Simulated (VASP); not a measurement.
Here is a VASP 6.6.1 calculation.

File INCAR:

```
ALGO = Normal
EDIFF = 1E-7
ENCUT = 520
GGA = RE
ISIF = 2
ISMEAR = -1
LASPH = True
LCHARG = False
LREAL = False
LWAVE = False
NBANDS = 12
NELM = 80
PREC = Accurate
SIGMA = 0.1
```

The input KPOINTS:

```
k-points
0
Gamma
  13 13 4
```

Contents of POSCAR:

```
Mg
1.0
    3.1816100739      0.0000000000      0.0000000000
   -1.5908050369      2.7553551489      0.0000000000
    0.0000000000      0.0000000000     10.3498134552
Mg
4
Direct
    1.0000000000      0.0000000000      1.0000000000
    1.0000000000      1.0000000000      0.5000000000
    0.3333333333      0.6666666667      0.2500000000
    0.6666666667      0.3333333333      0.7500000000
```

Potentials or basis: VASP PAW PBE potentials, release 64 (Mg).

Launch:

```console
$ cat potpaw_PBE.64/Mg/POTCAR > POTCAR
$ mpirun -np 1 vasp_std > vasp.out
```

(1) Estimate the pressure.

(2) Estimate the band gap on the k mesh.

Answers

(1) 1.4 GPa.

(2) zero (band 4 reaches 3.94 eV, above the bottom of band 5 at 1.55 eV).

Caveat: the PAW data sets were made with another functional, which shifts forces and pressure a little.
